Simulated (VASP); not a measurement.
# CdSe (R3m) in VASP: notebook

The runs below take CdSe through single point, with PBEsol.

Everything below comes from runs of VASP 6.6.1. Logs are shortened: lines on timing, memory, paths and dates and some standing lists are left out, and cuts for length are marked.

### Step 1. The cell of the first run

Symmetry: R3m, No. 160, trigonal system. The conventional cell has a = 4.342 Å, b = 4.342 Å, c = 10.636 Å, α = 90.00°, β = 90.00°, γ = 120.00°. Within 3.4 Å of Cd (site symmetry 3m) lie 4 Se at 2.58 to 2.92 Å. Se (site symmetry 3m) has 4 Cd at 2.58 to 2.92 Å within 3.4 Å.

### Step 2. Single point, PBEsol (shortest bond scaled by 1.1)

Contents of INCAR:

```
PREC = Accurate
ENCUT = 520
EDIFF = 1E-7
ISMEAR = -1
SIGMA = 0.03
LREAL = F
LASPH = T
NELM = 60
ALGO = Normal
ISIF = 2
LWAVE = F
LCHARG = F
GGA = PS
NBANDS = 16
```

Contents of KPOINTS:

```
Automatic mesh
0
Gamma
  7 7 7
```

Contents of POSCAR:

```
CdSe
1.0
    0.0000000000      3.0702711986      3.0702711986
    3.0702711986      0.0000000000      3.0702711986
    3.0702711986      3.0702711986      0.0000000000
Cd Se
1 1
Direct
    0.0375000000     -0.0125000000     -0.0125000000
    0.2125000000      0.2625000000      0.2625000000
```

Potentials or basis: VASP PAW PBE potentials, release 64 (Cd, Se).

Command:

```sh
cat potpaw_PBE.64/Cd/POTCAR potpaw_PBE.64/Se/POTCAR > POTCAR
mpirun -np 1 vasp_std > vasp.out
```

OUTCAR:

```text
PREC = Accurate
   ENCUT = 520
   EDIFF = 1E-7
   ISMEAR = -1
   LREAL = F
   LASPH = T
   NELM = 60
   ISIF = 2
   GGA = PS

 ion  position               nearest neighbor table
   1  0.038  0.987  0.987-   2 2.58   2 2.58   2 2.58   2 2.92
   2  0.212  0.263  0.263-   1 2.58   1 2.58   1 2.58   1 2.92

  LATTYP: Found a face centered cubic cell.
 ALAT       =     6.1405423972

  Lattice vectors:

 A1 = (   0.0000000000,   3.0702711986,   3.0702711986)
 A2 = (   3.0702711986,   0.0000000000,   3.0702711986)
 A3 = (   3.0702711986,   3.0702711986,   0.0000000000)

Analysis of symmetry for initial positions (statically):
=====================================================================
 Subroutine PRICEL returns:
 Original cell was already a primitive cell.

 Routine SETGRP: Setting up the symmetry group for a
 face centered cubic supercell.

 Subroutine GETGRP returns: Found  6 space group operations
 (whereof  6 operations were pure point group operations)
 out of a pool of 48 trial point group operations.

The static configuration has the point symmetry C_3v.

Analysis of symmetry for dynamics (positions and initial velocities):
=====================================================================
 Subroutine PRICEL returns:
 Original cell was already a primitive cell.

 Routine SETGRP: Setting up the symmetry group for a
 face centered cubic supercell.

 Subroutine GETGRP returns: Found  6 space group operations
 (whereof  6 operations were pure point group operations)
 out of a pool of 48 trial point group operations.

The dynamic configuration has the point symmetry C_3v.

 Subroutine INISYM returns: Found  6 space group operations
 (whereof  6 operations are pure point group operations),
 and found     1 'primitive' translations

----------------------------------------------------------------------------------------

                                     Primitive cell

  volume of cell :      57.8842

  direct lattice vectors                    reciprocal lattice vectors
     0.000000000  3.070271199  3.070271199    -0.162852063  0.162852063  0.162852063
     3.070271199  0.000000000  3.070271199     0.162852063 -0.162852063  0.162852063
     3.070271199  3.070271199  0.000000000     0.162852063  0.162852063 -0.162852063

  length of vectors
     4.342019169  4.342019169  4.342019169     0.282068048  0.282068048  0.282068048

  position of ions in fractional coordinates (direct lattice)
     0.037500000  0.987500000  0.987500000
     0.212500000  0.262500000  0.262500000

  ion indices of the primitive-cell ions
   primitive index   ion index
                 1           1
                 2           2

----------------------------------------------------------------------------------------

 KPOINTS: Automatic mesh

Automatic generation of k-mesh.
 Grid dimensions read from file:
 generate k-points for:    7    7    7

 Generating k-lattice:

  Cartesian coordinates                     Fractional coordinates (reciprocal lattice)
    -0.023264580  0.023264580  0.023264580     0.142857143  0.000000000  0.000000000
     0.023264580 -0.023264580  0.023264580     0.000000000  0.142857143  0.000000000
     0.023264580  0.023264580 -0.023264580     0.000000000  0.000000000  0.142857143

  Length of vectors
     0.040295435  0.040295435  0.040295435

  Shift w.r.t. Gamma in fractional coordinates (k-lattice)
     0.000000000  0.000000000  0.000000000

 Subroutine IBZKPT returns following result:
 ===========================================

 Found     44 irreducible k-points:

 Following reciprocal coordinates:
            Coordinates               Weight
  0.000000  0.000000  0.000000      1.000000
  0.142857  0.000000  0.000000      2.000000
  0.000000  0.142857  0.000000      6.000000
  0.285714  0.000000  0.000000      2.000000
  0.000000  0.285714  0.000000      6.000000
  0.428571  0.000000  0.000000      2.000000
[... 16 lines left out ...]
  0.285714  0.285714  0.000000      6.000000
  0.428571  0.285714  0.000000      6.000000
 [... further k-points ...]
   k-points           NKPTS =     44   k-points in BZ     NKDIM =     44   number of bands    NBANDS=     16
   number of dos      NEDOS =    301   number of ions     NIONS =      2
   total plane-waves  NPLWV =  32768
   dimension x,y,z NGX =    32 NGY =   32 NGZ =   32
   dimension x,y,z NGXF=    64 NGYF=   64 NGZF=   64
   ions per type =               1   1
   NGX,Y,Z   is equivalent  to a cutoff of  12.25, 12.25, 12.25 a.u.
   NGXF,Y,Z  is equivalent  to a cutoff of  24.50, 24.50, 24.50 a.u.
 SYSTEM =  unknown system
   PREC   = accura    normal or accurate (medium, high low for compatibility)
   ISTART =      0    job   : 0-new  1-cont  2-samecut
   ICHARG =      2    charge: 1-file 2-atom 10-const
   ISPIN  =      1    spin polarized calculation?
   LNONCOLLINEAR =      F non collinear calculations
   LSORBIT =      F    spin-orbit coupling
   LASPH  =      T    aspherical Exc in radial PAW
   ENCUT  =  520.0 eV  38.22 Ry    6.18 a.u.   8.07  8.07  8.07*2*pi/ulx,y,z
   NELM   =     60;   NELMIN=  2; NELMDL= -5     # of ELM steps
   EDIFF  = 0.1E-06   stopping-criterion for ELM
   LREAL  =      F    real-space projection
   EDIFFG = 0.1E-05   stopping-criterion for IOM
   NSW    =      0    number of steps for IOM
   IBRION =     -1    ionic relax: 0-MD 1-quasi-New 2-CG
   NFREE  =      0    steps in history (QN), initial steepest desc. (CG)
   ISIF   =      2    stress and relaxation
   ISYM   =      2    0-nonsym 1-usesym 2-fastsym
   POTIM  = 0.5000    time-step for ionic-motion
   TEBEG  =    0.0;   TEEND  =   0.0 temperature during run
   PSTRESS=    0.0 pullay stress
   NELECT =      18.0000    total number of electrons
   NUPDOWN=      -1.0000    fix difference up-down
   EMIN   =  10.00;   EMAX   =-10.00  energy-range for DOS
   EFERMI =   0.00;   METHOD = LEGACY
   ISMEAR =    -1;   SIGMA  =   0.03  broadening in eV -4-tet -1-fermi 0-gaus
   EFERMI_NEDOS =   21; number of points for ismear=-14 and -15
   IALGO  =     38    algorithm
   IMIX   =      4    mixing-type and parameters
     AMIX     =   0.40;   BMIX     =  1.00
     AMIX_MAG =   1.60;   BMIX_MAG =  1.00
  volume/ion in A,a.u.               =      28.94       195.31
  Fermi-wavevector in a.u.,A,eV,Ry     =   1.109121  2.095935 16.737199  1.230149
  Thomas-Fermi vector in A             =   2.245657
   LORBIT       =      0    0 simple, 1 ext, 2 COOP (PROOUT), +10 PAW based schemes
   GGA     = PS    functional components
   LHFCALC =     F    Hartree Fock is set to
   AEXX    =    0.0000 exact exchange contribution
   IVDW    =     0    specifies the selected vdW correction
   LEPSILON=     F    determine dielectric tensor
   LRPA    =     F    only Hartree local field effects (RPA)
 non-spin polarized calculation
  energy-cutoff  :      520.00
  volume of cell :       57.88
 maximum number of plane-waves:      1580
   NGX = 17   NGY = 17   NGZ = 17

 number of electron      17.9999998 magnetization

 Free energy of the ion-electron system (eV)
  ---------------------------------------------------
  ext. energy  EPLUGINS =         0.00000000
  ---------------------------------------------------
  free energy    TOTEN  =        -6.06372183 eV

  energy without entropy =       -6.06371949  energy(sigma->0) =       -6.06372066

 E-fermi :   0.8557     XC(G=0):  -8.9682

 val. band max:        0.6325123832   @ k =   0.0000   0.0000   0.0000
 cond. band min:       1.0708806185   @ k =   0.0000   0.0000   0.0000
 fundamental gap:      0.4383682353
 Fermi energy:         0.8556898857

 k-point     1 :       0.0000    0.0000    0.0000
  band No.  band energies     occupation
      1     -11.9316      2.00000
      2      -7.3736      2.00000
      3      -7.3736      2.00000
      4      -7.1073      2.00000
      5      -6.9344      2.00000
      6      -6.9344      2.00000
[... 8 lines left out ...]
     15      11.4816      0.00000
     16      11.4816      0.00000

 k-point     2 :       0.1429    0.0000    0.0000
  band No.  band energies     occupation
      1     -11.8735      2.00000
      2      -7.3635      2.00000
      3      -7.3635      2.00000
      4      -7.0534      2.00000
      5      -6.9312      2.00000
      6      -6.9312      2.00000
[... 8 lines left out ...]
     15      10.7755      0.00000
     16      10.8667      0.00000

 k-point     3 :       0.0000    0.1429    0.0000
  band No.  band energies     occupation
      1     -11.8618      2.00000
      2      -7.3399      2.00000
      3      -7.3281      2.00000
      4      -7.0829      2.00000
      5      -6.9385      2.00000
      6      -6.9327      2.00000
[... 8 lines left out ...]
     15      10.6301      0.00000
     16      10.9530      0.00000

 k-point     4 :       0.2857    0.0000    0.0000
  band No.  band energies     occupation
      1     -11.7413      2.00000
      2      -7.3445      2.00000
      3      -7.3445      2.00000
      4      -6.9191      2.00000
      5      -6.9191      2.00000
      6      -6.8798      2.00000
[... 8 lines left out ...]
     15      10.8648      0.00000
     16      10.8648      0.00000
[... 324 lines left out ...]
 k-point    22 :       0.0000   -0.1429    0.1429
  band No.  band energies     occupation
      1     -11.7597      2.00000
      2      -7.2903      2.00000
      3      -7.2328      2.00000
      4      -7.0519      2.00000
      5      -6.9380      2.00000
      6      -6.9325      2.00000
[... 8 lines left out ...]
     15      10.7028      0.00000
     16      11.9175      0.00000

 k-point    23 :       0.2857    0.2857    0.0000
  band No.  band energies     occupation
      1     -11.6405      2.00000
      2      -7.2265      2.00000
      3      -7.1932      2.00000
      4      -7.0450      2.00000
      5      -6.9026      2.00000
      6      -6.8620      2.00000
[... 8 lines left out ...]
     15      12.2447      0.00000
     16      13.9276      0.00000

 k-point    24 :       0.4286    0.2857    0.0000
  band No.  band energies     occupation
      1     -11.5498      2.00000
      2      -7.2064      2.00000
      3      -7.1969      2.00000
      4      -7.0273      2.00000
      5      -6.8906      2.00000
      6      -6.6825      2.00000
[... 8 lines left out ...]
     15      13.0717      0.00000
     16      13.7634      0.00000

 [... further k-points ...]

------------------------ aborting loop because EDIFF is reached ----------------------------------------

  FORCE on cell =-STRESS in cart. coord.  units (eV):
  Direction    XX          YY          ZZ          XY          YZ          ZX
  --------------------------------------------------------------------------------------
  -------------------------------------------------------------------------------------
  Total       -0.0717498     -0.0717498     -0.0717498      0.5241140     -0.5241140      0.5241140
  in kB       -1.9859632     -1.9859632     -1.9859632     14.5069511    -14.5069511     14.5069511
  external PRESSURE =      -1.9859632 kB  Pullay stress =       0.0000000 kB

 VOLUME and BASIS-vectors are now :
 -----------------------------------------------------------------------------
  energy-cutoff  :      520.00
  volume of cell :       57.88
      direct lattice vectors                 reciprocal lattice vectors
     0.000000000  3.070271199  3.070271199    -0.162852063  0.162852063  0.162852063
     3.070271199  0.000000000  3.070271199     0.162852063 -0.162852063  0.162852063
     3.070271199  3.070271199  0.000000000     0.162852063  0.162852063 -0.162852063

 POSITION                                       TOTAL-FORCE (eV/Angst)
 -----------------------------------------------------------------------------------
      6.06379      3.14703      3.14703         0.384704     -0.384704     -0.384704
      1.61189      1.45838      1.45838        -0.384704      0.384704      0.384704
 -----------------------------------------------------------------------------------
    total drift:                               -0.000131      0.000130      0.000130

  FREE ENERGIE OF THE ION-ELECTRON SYSTEM (eV)
  ---------------------------------------------------
  free  energy   TOTEN  =        -6.0637218252 eV

  energy  without entropy=       -6.0637194864  energy(sigma->0) =       -6.06372066
```

Wall time 16 s (1 thread of Intel Xeon 6975P-C (Granite Rapids), shared host); peak memory 0.2 GiB.

Results:

```yaml
Free_energy: -6.0637 eV
Pressure: -0.2 GPa
Largest_force: 0.666 eV/Å
Band_gap_on_the_k_mesh: 0.44 eV, direct
```

Forces in eV/Å, atoms in the order of the input:
```
Cd   0.385 -0.385 -0.385
Se  -0.385  0.385  0.385
```

Stress tensor (GPa, compression positive):
```
-0.20  1.45  1.45
 1.45 -0.20 -1.45
 1.45 -1.45 -0.20
```

Levels at points of the mesh, in eV from the valence-band top:
| k point | band 6 | band 7 | band 8 | band 9 | band 10 | band 11 | band 12 | band 13 |
| --- | --- | --- | --- | --- | --- | --- | --- | --- |
| (0.00, 0.00, 0.00) | -7.57 | -0.13 | -0.13 | 0.00 | 0.44 | 5.91 | 5.91 | 5.91 |

Caveat: the cell differs from its parent crystal (shortest bond scaled by 1.1); the PAW data sets were made with another functional, which shifts forces and pressure a little.

(Part 1 of 2 ends here.)
